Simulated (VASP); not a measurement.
Wanted: the native input for a VASP 6.6.1 run.

| Item | Value |
| --- | --- |
| Task | single point |
| Functional | PBEsol |
| Potentials or basis | VASP PAW PBE potentials, release 64 (Mg, O) |
| Cutoff | 520 eV |
| k mesh | 15 × 15 × 15 |
| Occupations | fermi-dirac, width 0.05 eV |
| Spin | no spin polarisation |
| Dipole correction | no |
| Further INCAR settings | ALGO = Normal; EDIFF = 1e-06; NBANDS = 11 |

The structure of MgO (rocksalt type) lies in POSCAR:

```
MgO
1.0
    0.0000000000      1.8158679218      1.8158679218
    1.8158679218      0.0000000000      1.8158679218
    1.8158679218      1.8158679218      0.0000000000
Mg O
1 1
Direct
    0.0000000000      0.0000000000      0.0000000000
    0.5000000000      0.5000000000      0.5000000000
```

This cell differs from its parent crystal: volume scaled by 0.64.

One way to write it, as run:

INCAR

```
SYSTEM = MgO
PREC = Accurate
ENCUT = 520
EDIFF = 1E-6
ISMEAR = -1
SIGMA = 0.05
LREAL = .FALSE.
LASPH = .TRUE.
NELM = 80
ALGO = Normal
ISIF = 2
LWAVE = .FALSE.
LCHARG = .FALSE.
GGA = PS
NBANDS = 11
```

KPOINTS

```
regular mesh
0
G
  15 15 15
  0 0 0
```

Potentials or basis: VASP PAW PBE potentials, release 64 (Mg, O).

Command:

```sh
$ cat potpaw_PBE.64/Mg/POTCAR potpaw_PBE.64/O/POTCAR > POTCAR
$ mpirun -np 1 vasp_std > vasp.out
```

Results of the run:

| Item | Value |
| --- | --- |
| Pressure | 180.9 GPa |
| Band gap on the k mesh | 8.96 eV, indirect (least direct gap 10.30 eV) |

Caveat: the PAW data sets were made with another functional, which shifts forces and pressure a little.

It took 27 s on 1 thread of Intel Xeon 8259CL, on a shared host, peak memory 0.14 GiB.
